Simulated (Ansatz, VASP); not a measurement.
Cu: VASP beside Ansatz

```
CELL_PARAMETERS angstrom
0.00000 1.84873 1.84873
1.84873 0.00000 1.84873
1.84873 1.84873 0.00000
ATOMIC_POSITIONS crystal
Cu 0.00000 0.00000 0.00000
```

Alike in both runs: task single point; functional PBE; k mesh 11 × 11 × 11; occupations fermi-dirac, width 0.05 eV; no spin polarisation.

|  | VASP | Ansatz |
| --- | --- | --- |
| version | VASP 6.6.1 | Ansatz 0.2.0 |
| potentials or method | VASP PAW PBE potentials, release 64 (Cu), cutoff 600 eV | plane waves, PAW |
| valence electrons in the cell | 11 | 19 |

```tsv
	VASP	Ansatz	Ansatz less VASP
pressure (GPa)	-6.5	-7.1	-0.59
```

With one functional, cell and mesh, what is left measures potentials, basis and numerics. VASP's potentials hold 11 valence electrons a cell and Ansatz's 19, so a difference there can come from the potentials and not from the codes.
